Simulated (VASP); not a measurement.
The system is ZnSe (Stilleite).

```xyz
2
Lattice="0.0000 2.8338 2.8338 2.8338 0.0000 2.8338 2.8338 2.8338 0.0000" Properties=species:S:1:pos:R:3 pbc="T T T"
Se    4.2507    4.2507    4.2507
Zn    0.0000    0.0000    0.0000
```

* Program: VASP 6.6.1
* Task: relaxation of cell and atoms
* Functional: RPBE
* Dispersion: D3(BJ)
* Potentials or basis: VASP PAW PBE potentials, release 64 (Se, Zn)
* Cutoff: 600 eV
* k mesh: 8 × 8 × 8
* Occupations: fermi-dirac, width 0.05 eV
* Spin: no spin polarisation

At the start: pressure -5.2 GPa; volume 22.76 Å³/atom.

Task: Where does the relaxation end?

Result: Over 18 steps the energy falls by 32.9 meV/atom and the volume is 20.90 Å³/atom (-8.1 %); space group F-43m (No. 216, to 0.05 Å).

The path:
```tsv
step	energy change (eV)	largest force (eV/Å)	pressure (GPa)	volume (Å³)
1	0.0000	0.0000	-5.20	45.51
2	-0.0605	0.0000	1.69	40.82
3	-0.0657	0.0000	0.06	41.75
4	-0.0657	0.0000	-0.04	41.82
5	-0.0657	0.0000	-0.07	41.82
6	-0.0657	0.0000	-0.06	41.82
7	-0.0657	0.0000	-0.07	41.82
8	-0.0657	0.0000	-0.07	41.82
9	-0.0657	0.0000	-0.07	41.82
10	-0.0657	0.0000	-0.07	41.82
11	-0.0657	0.0000	-0.07	41.82
12	-0.0657	0.0000	-0.07	41.82
13	-0.0657	0.0000	-0.07	41.82
14	-0.0657	0.0000	-0.07	41.82
15	-0.0657	0.0000	-0.06	41.82
16	-0.0657	0.0000	-0.05	41.82
17	-0.0657	0.0000	-0.05	41.81
18	-0.0657	0.0000	-0.03	41.81
```

Final structure:
```cif
data_structure
_symmetry_space_group_name_H-M 'P 1'
_symmetry_Int_Tables_number 1
_cell_length_a 3.8957
_cell_length_b 3.8957
_cell_length_c 3.8957
_cell_angle_alpha 60.000
_cell_angle_beta 60.000
_cell_angle_gamma 60.000
_cell_volume 41.81
loop_
_atom_site_label
_atom_site_type_symbol
_atom_site_fract_x
_atom_site_fract_y
_atom_site_fract_z
_atom_site_occupancy
Se1 Se 0.75000 0.75000 0.75000 1
Zn1 Zn 0.00000 0.00000 0.00000 1
```

Caveat: the PAW data sets were made with another functional, which shifts forces and pressure a little.
